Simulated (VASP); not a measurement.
# Ti in VASP: a series of runs, part 2 of 2

VASP 6.6.1. The steps go on from the part before.

## Step 3: Single point, PBE

INCAR reads:

```
PREC     = Accurate       # precision mode
ENCUT    = 520            # plane-wave cutoff, eV
EDIFF    = 1E-7           # SCF threshold, eV
ISMEAR   = -1             # smearing method
SIGMA    = 0.1            # smearing width, eV
LREAL    = F              # projectors in reciprocal space
LASPH    = T              # aspherical terms in the spheres
NELM     = 100            # most SCF steps
ALGO     = Normal         # electronic algorithm
ISIF     = 2              # what is computed and relaxed
LWAVE    = F              # write WAVECAR
LCHARG   = F              # write CHGCAR
LDIPOL   = T            
IDIPOL   = 3            
DIPOL    = 0.5 0.5 0.500
GGA      = PE             # functional
NBANDS   = 45             # bands
```

KPOINTS reads:

```
regular mesh
0
Gamma
  12 8 1
```

POSCAR reads:

```
Ti
1.0
    2.9396968144      0.0000000000      0.0000000000
    0.0000000000      4.6540909819      0.0000000000
    0.0000000000      0.0000000000     12.7622000000
Ti
6
Direct
    0.7500000000      0.7500000000      0.2742475640
    0.2500000000      0.2500000000      0.3406915382
    0.2500000000      0.7500000000      0.4635733756
    0.7500000000      0.2500000000      0.5364266249
    0.7500000000      0.7500000000      0.6593084604
    0.2500000000      0.2500000000      0.7257524360
```

Potentials or basis: VASP PAW PBE potentials, release 64 (Ti_sv).

Started as:

```
$ cat potpaw_PBE.64/Ti_sv/POTCAR > POTCAR
$ mpirun -np 1 vasp_std > vasp.out
```

OUTCAR:

```text
PREC = Accurate
   ENCUT = 520
   EDIFF = 1E-7
   ISMEAR = -1
   LREAL = F
   LASPH = T
   NELM = 100
   ISIF = 2
   GGA = PE

 ion  position               nearest neighbor table
   1  0.750  0.750  0.274-   3 2.83   3 2.83   2 2.88   2 2.88   2 2.88   2 2.88
   2  0.250  0.250  0.341-   3 2.81   3 2.81   1 2.88   1 2.88   1 2.88   1 2.88   4 2.90   4 2.90

   3  0.250  0.750  0.464-   2 2.81   2 2.81   1 2.83   1 2.83   5 2.90   5 2.90   4 2.91   4 2.91
                             4 2.91   4 2.91
   4  0.750  0.250  0.536-   5 2.81   5 2.81   6 2.83   6 2.83   2 2.90   2 2.90   3 2.91   3 2.91
                             3 2.91   3 2.91
   5  0.750  0.750  0.659-   4 2.81   4 2.81   6 2.88   6 2.88   6 2.88   6 2.88   3 2.90   3 2.90

   6  0.250  0.250  0.726-   4 2.83   4 2.83   5 2.88   5 2.88   5 2.88   5 2.88

  LATTYP: Found a simple orthorhombic cell.
 ALAT       =     2.9396968144
 B/A-ratio  =     1.5831874087
 C/A-ratio  =     4.3413320508

  Lattice vectors:

 A1 = (   2.9396968144,   0.0000000000,   0.0000000000)
 A2 = (   0.0000000000,   4.6540909819,   0.0000000000)
 A3 = (   0.0000000000,   0.0000000000,  12.7622000000)

[... 194 lines left out ...]
  band No.  band energies     occupation
      1     -53.3618      2.00000
      2     -53.3586      2.00000
      3     -53.1577      2.00000
      4     -53.1016      2.00000
      5     -53.0649      2.00000
      6     -53.0427      2.00000
[... 1141 lines left out ...]
     44       4.4746      0.00040
     45       4.8217      0.00001

 [... further k-points ...]

------------------------ aborting loop because EDIFF is reached ----------------------------------------

 vacuum level on the upper side and lower side of the slab       (xc-potential included)        -0.974        -0.974

  FORCE on cell =-STRESS in cart. coord.  units (eV):
  Direction    XX          YY          ZZ          XY          YZ          ZX
  --------------------------------------------------------------------------------------
  -------------------------------------------------------------------------------------
  Total       -2.8751307     -2.0503754     -0.3005708     -0.0000000      0.0000000      0.0000000
  in kB      -26.3818478    -18.8139945     -2.7580006     -0.0000000      0.0000000      0.0000000
  external PRESSURE =     -15.9846143 kB  Pullay stress =       0.0000000 kB

 VOLUME and BASIS-vectors are now :
 -----------------------------------------------------------------------------
  energy-cutoff  :      520.00
  volume of cell :      174.61
      direct lattice vectors                 reciprocal lattice vectors
     2.939696814  0.000000000  0.000000000     0.340171134  0.000000000  0.000000000
     0.000000000  4.654090982  0.000000000     0.000000000  0.214864730  0.000000000
     0.000000000  0.000000000 12.762200000     0.000000000  0.000000000  0.078356396

 POSITION                                       TOTAL-FORCE (eV/Angst)
 -----------------------------------------------------------------------------------
      2.20477      3.49057      3.50000         0.000000     -0.000000      0.010964
      0.73492      1.16352      4.34797         0.000000      0.000000      0.016757
      0.73492      3.49057      5.91622        -0.000000      0.000000     -0.016168
      2.20477      1.16352      6.84598         0.000000      0.000000      0.016168
      2.20477      3.49057      8.41423         0.000000      0.000000     -0.016757
      0.73492      1.16352      9.26220         0.000000     -0.000000     -0.010964
 -----------------------------------------------------------------------------------
    total drift:                                0.000000      0.000000      0.000035

  FREE ENERGIE OF THE ION-ELECTRON SYSTEM (eV)
  ---------------------------------------------------
  free  energy   TOTEN  =       -43.7772996538 eV

  energy  without entropy=      -43.4358588016  energy(sigma->0) =      -43.60657923

 vacuum level on the upper side and lower side of the slab         6.491         6.491
```

OSZICAR:

```text
N       E                     dE             d eps       ncg     rms          rms(c)
DAV:   1     0.969543117963E+03    0.96954E+03   -0.38775E+04  3342   0.181E+03
DAV:   2     0.845330023114E+02   -0.88501E+03   -0.87187E+03  3160   0.568E+02
DAV:   3    -0.284157081878E+02   -0.11295E+03   -0.11005E+03  5086   0.177E+02
DAV:   4    -0.499552029155E+02   -0.21539E+02   -0.21245E+02  4620   0.631E+01
[... 14 lines left out ...]
DAV:  19    -0.437772981851E+02   -0.16572E-04   -0.61202E-05  4171   0.539E-02    0.135E-02
DAV:  20    -0.437772996029E+02   -0.14179E-05   -0.67803E-06  4724   0.197E-02    0.877E-03
DAV:  21    -0.437772992283E+02    0.37462E-06   -0.51481E-06  4170   0.157E-02    0.249E-03
DAV:  22    -0.437772995543E+02   -0.32596E-06   -0.11031E-06  4108   0.611E-03    0.794E-04
DAV:  23    -0.437772996538E+02   -0.99537E-07   -0.11657E-07  2378   0.228E-03
   1 F= -.43777300E+02 E0= -.43606579E+02  d E =-.341441E+00
```

Run time: 6.2 min. Hardware: 1 thread of Intel Xeon Platinum 8488C (Sapphire Rapids), shared host; peak memory 0.36 GiB.

What came out:

```yaml
Free_energy: -43.7773 eV
Largest_force: 0.017 eV/Å
Band_gap_on_the_k_mesh: zero (band 36 reaches 3.94 eV, above the bottom of band 37 at 3.52 eV)
```

Forces in eV/Å, atoms in the order of the input:
```
Ti   0.000  0.000  0.011
Ti   0.000  0.000  0.017
Ti   0.000  0.000 -0.016
Ti   0.000  0.000  0.016
Ti   0.000  0.000 -0.017
Ti   0.000  0.000 -0.011
```

## Step 4: Single point, PBE

This run uses another cell than the first one, of 50.03 Å³/atom, 1.719 times its volume.

INCAR reads:

```
PREC = Accurate ; ENCUT = 520
EDIFF = 1E-7 ; ISMEAR = -1
SIGMA = 0.1 ; LREAL = False
LASPH = True ; NELM = 100
ALGO = Normal ; ISIF = 2
LWAVE = False ; LCHARG = False
LDIPOL = True ; IDIPOL = 3
DIPOL = 0.5 0.5 0.500 ; GGA = PE
NBANDS = 45
```

KPOINTS is that of step 3.

POSCAR reads:

```
Ti
1.0
    2.9396968144      0.0000000000      0.0000000000
    0.0000000000      4.6540909819      0.0000000000
    0.0000000000      0.0000000000     21.9403000000
Ti
6
Direct
    0.7500000000      0.7500000000      0.3686846699
    0.2500000000      0.2500000000      0.4073336988
    0.2500000000      0.7500000000      0.4788114172
    0.7500000000      0.2500000000      0.5211885833
    0.7500000000      0.7500000000      0.5926663006
    0.2500000000      0.2500000000      0.6313153302
```

Potentials or basis: VASP PAW PBE potentials, release 64 (Ti_sv).

Started as:

```
$ cat potpaw_PBE.64/Ti_sv/POTCAR > POTCAR
$ mpirun -np 1 vasp_std > vasp.out
```

OUTCAR:

```text
PREC = Accurate
   ENCUT = 520
   EDIFF = 1E-7
   ISMEAR = -1
   LREAL = False
   LASPH = True
   NELM = 100
   ISIF = 2
   GGA = PE

 ion  position               nearest neighbor table
   1  0.750  0.750  0.369-   3 2.83   3 2.83   2 2.88   2 2.88   2 2.88   2 2.88
   2  0.250  0.250  0.407-   3 2.81   3 2.81   1 2.88   1 2.88   1 2.88   1 2.88   4 2.90   4 2.90

   3  0.250  0.750  0.479-   2 2.81   2 2.81   1 2.83   1 2.83   5 2.90   5 2.90   4 2.91   4 2.91
                             4 2.91   4 2.91
   4  0.750  0.250  0.521-   5 2.81   5 2.81   6 2.83   6 2.83   2 2.90   2 2.90   3 2.91   3 2.91
                             3 2.91   3 2.91
   5  0.750  0.750  0.593-   4 2.81   4 2.81   6 2.88   6 2.88   6 2.88   6 2.88   3 2.90   3 2.90

   6  0.250  0.250  0.631-   4 2.83   4 2.83   5 2.88   5 2.88   5 2.88   5 2.88

  LATTYP: Found a simple orthorhombic cell.
 ALAT       =     2.9396968144
 B/A-ratio  =     1.5831874087
 C/A-ratio  =     7.4634567390

  Lattice vectors:

 A1 = (   2.9396968144,   0.0000000000,   0.0000000000)
 A2 = (   0.0000000000,   4.6540909819,   0.0000000000)
 A3 = (   0.0000000000,   0.0000000000,  21.9403000000)

Analysis of symmetry for initial positions (statically):
[... 199 lines left out ...]
      6     -56.1594      2.00000
[... 1141 lines left out ...]
     44       1.3539      0.00041
     45       1.7183      0.00001

 [... further k-points ...]

------------------------ aborting loop because EDIFF is reached ----------------------------------------

 vacuum level on the upper side and lower side of the slab       (xc-potential included)        -0.114        -0.114

  FORCE on cell =-STRESS in cart. coord.  units (eV):
  Direction    XX          YY          ZZ          XY          YZ          ZX
  --------------------------------------------------------------------------------------
  -------------------------------------------------------------------------------------
  Total       -2.9073452     -2.1188849     -0.1701269     -0.0000000      0.0000000      0.0000000
  in kB      -15.5176951    -11.3093584     -0.9080372     -0.0000000      0.0000000      0.0000000
  external PRESSURE =      -9.2450302 kB  Pullay stress =       0.0000000 kB

 VOLUME and BASIS-vectors are now :
 -----------------------------------------------------------------------------
  energy-cutoff  :      520.00
  volume of cell :      300.18
      direct lattice vectors                 reciprocal lattice vectors
     2.939696814  0.000000000  0.000000000     0.340171134  0.000000000  0.000000000
     0.000000000  4.654090982  0.000000000     0.000000000  0.214864730  0.000000000
     0.000000000  0.000000000 21.940300000     0.000000000  0.000000000  0.045578228

 POSITION                                       TOTAL-FORCE (eV/Angst)
 -----------------------------------------------------------------------------------
      2.20477      3.49057      8.08905         0.000000     -0.000000      0.017921
      0.73492      1.16352      8.93702         0.000000     -0.000000      0.008550
      0.73492      3.49057     10.50527         0.000000     -0.000000     -0.005280
      2.20477      1.16352     11.43503         0.000000      0.000000      0.005280
      2.20477      3.49057     13.00328         0.000000     -0.000000     -0.008550
      0.73492      1.16352     13.85125         0.000000     -0.000000     -0.017921
 -----------------------------------------------------------------------------------
    total drift:                                0.000000      0.000000      0.000015

  FREE ENERGIE OF THE ION-ELECTRON SYSTEM (eV)
  ---------------------------------------------------
  free  energy   TOTEN  =       -43.7724332910 eV

  energy  without entropy=      -43.4295815882  energy(sigma->0) =      -43.60100744

 vacuum level on the upper side and lower side of the slab         4.243         4.243
```

OSZICAR:

```text
N       E                     dE             d eps       ncg     rms          rms(c)
DAV:   1     0.880756344545E+03    0.88076E+03   -0.39493E+04  3734   0.159E+03
DAV:   2     0.731258904553E+02   -0.80763E+03   -0.79500E+03  3282   0.512E+02
DAV:   3    -0.292932247801E+02   -0.10242E+03   -0.10001E+03  5130   0.160E+02
[... 23 lines left out ...]
DAV:  27    -0.437724319433E+02   -0.61167E-05   -0.32944E-07  2708   0.215E-03    0.898E-04
DAV:  28    -0.437724326071E+02   -0.66384E-06   -0.71986E-08  2109   0.242E-03    0.419E-04
DAV:  29    -0.437724330814E+02   -0.47427E-06   -0.70465E-08  2167   0.137E-03    0.828E-05
DAV:  30    -0.437724332542E+02   -0.17281E-06   -0.34224E-08  2050   0.844E-04    0.733E-05
DAV:  31    -0.437724332910E+02   -0.36787E-07   -0.22158E-08  1995   0.390E-04
   1 F= -.43772433E+02 E0= -.43601007E+02  d E =-.342852E+00
```

stdout:

```text
POSCAR found type information on POSCAR Ti
 POSCAR found :  1 types and       6 ions
 scaLAPACK will be used
 LDA part: xc-table for (Slater+PW92), standard interpolation
 POSCAR, INCAR and KPOINTS ok, starting setup
 FFT: planning ... GRIDC
 FFT: planning ... GRID_SOFT
 FFT: planning ... GRID
 WAVECAR not read
 entering main loop
```

Wall time 15 min (1 thread of Intel Xeon Platinum 8259CL at 2.50GHz (Skylake/Cascade Lake), shared host); peak memory 0.55 GiB.

What came out:

```
Free energy            : -43.7724 eV
Largest force          : 0.018 eV/Å
Band gap on the k mesh : zero (band 36 reaches 0.80 eV, above the bottom of band 37 at 0.42 eV)
```

Forces in eV/Å, atoms in the order of the input:
```
Ti   0.000  0.000  0.018
Ti   0.000  0.000  0.009
Ti   0.000  0.000 -0.005
Ti   0.000  0.000  0.005
Ti   0.000  0.000 -0.009
Ti   0.000  0.000 -0.018
```

Levels at points of the mesh, in eV from the Fermi level:
```
           k point  band 34  band 35  band 36  band 37  band 38  band 39
(0.00, 0.00, 0.00)    -0.44     0.02     0.17     0.54     0.57     0.59
(0.50, 0.00, 0.00)    -0.97    -0.76    -0.76     0.39     0.39     0.50
(0.00, 0.50, 0.00)    -0.61     0.03     0.03     0.25     0.25     0.52
(0.50, 0.50, 0.00)    -0.71    -0.33    -0.33     0.35     0.35     0.55
```
